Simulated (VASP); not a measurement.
Here is a VASP 6.6.1 calculation.

The input INCAR:

```
SYSTEM = NbP
  ALGO = Normal
  EDIFF = 1E-6
  ENCUT = 520
  GGA = PE
  ISIF = 2
  ISMEAR = -1
  LASPH = .TRUE.
  LCHARG = .FALSE.
  LREAL = .FALSE.
  LWAVE = .FALSE.
  NBANDS = 26
  NELM = 100
  PREC = Accurate
  SIGMA = 0.1
```

File KPOINTS:

```
k-points
0
G
  6 6 6
  0 0 0
```

File POSCAR:

```
NbP
1.0
    0.0000000000      3.5075197683      0.0000001540
    3.5075197683      0.0000000000      0.0000001540
    1.7537601136      1.7537601136     -5.2251085964
Nb P
2 2
Direct
    0.0000000000      0.0000000000      0.0000000000
    0.7500000000      0.2500000000      0.5000000000
    0.5000000000      0.5000000000      0.0000000000
    0.2500000000      0.7500000000      0.5000000000
```

Potentials or basis: VASP PAW PBE potentials, release 64 (Nb_sv, P).

Launch:

```bash
$ cat potpaw_PBE.64/Nb_sv/POTCAR potpaw_PBE.64/P/POTCAR > POTCAR
$ mpirun -np 1 vasp_std > vasp.out
```

(1) Estimate the band gap on the k mesh.

(2) Estimate the pressure.

Answers

(1) zero (band 18 reaches 11.18 eV, above the bottom of band 19 at 10.28 eV).

(2) -0.3 GPa.
